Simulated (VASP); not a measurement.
Wanted: the native input for a VASP 6.6.1 run.

| Property | Result |
| --- | --- |
| Task | electric field gradients |
| Functional | LDA |
| Potentials or basis | VASP PAW LDA potentials, release 64 (Mn_pv, O) |
| Cutoff | 520 eV |
| k mesh | 16 × 16 × 16 |
| Occupations | fermi-dirac, width 0.05 eV |
| Spin | collinear spin, ferromagnetic start |
| Starting moments | [4.0, 0.0] μB |
| Dipole correction | no |
| Further INCAR settings | ALGO = Normal; EDIFF = 1e-08; NBANDS = 20 |

The structure of MnO lies in POSCAR:

```
MnO
1.0
   -0.0222200000      2.2108900000      2.2108900000
    2.2108900000     -0.0222200000      2.2108900000
    2.2108900000      2.2108900000     -0.0222200000
Mn O
1 1
Direct
    0.0000000000      0.0000000000      0.0000000000
    0.5000000000      0.5000000000      0.5000000000
```

This cell differs from its parent crystal: equal xy, yz and zx shear strains of -1 %.

The input as run:

INCAR

```
SYSTEM = MnO
PREC = Accurate ; ENCUT = 520
EDIFF = 1E-8 ; ISMEAR = -1
SIGMA = 0.05 ; LREAL = .False.
LASPH = .True. ; NELM = 150
ALGO = Normal ; ISIF = 2
LWAVE = .False. ; LCHARG = .False.
ISPIN = 2 ; MAGMOM = 4 0
LORBIT = 11 ; LMAXMIX = 4
LEFG = .True. ; NBANDS = 20
```

KPOINTS

```
Automatic mesh
0
Gamma
  16 16 16
  0 0 0
```

Potentials or basis: VASP PAW LDA potentials, release 64 (Mn_pv, O).

Command:

```sh
$ cat potpaw_LDA.64/Mn_pv/POTCAR potpaw_LDA.64/O/POTCAR > POTCAR
$ mpirun -np 1 vasp_std > vasp.out
```

It gave:

| Item | Value |
| --- | --- |
| Pressure | -17.1 GPa |
| Net moment | 4.54 μB per cell |
| Site moments | Mn +4.12; O +0.18 μB |
| Largest electric field gradient by atom | Mn +0.9; O -3.7 V/Å² |
| Valence electrons inside the program's atomic spheres | Mn 11.38; O 4.93 |

Caveat: the cell differs from its parent crystal (equal xy, yz and zx shear strains of -1 %); the cell stands under tension; without QUAD_EFG the Cq values of the log hold for a quadrupole moment of 1 mb, not for the nuclei; a cell with one magnetic atom can't hold antiferromagnetic order, which such compounds often take.

Wall time 120 s on 1 thread of Intel(R) Xeon(R) 6975P-C (Granite Rapids) (shared host), peak memory 0.35 GiB.
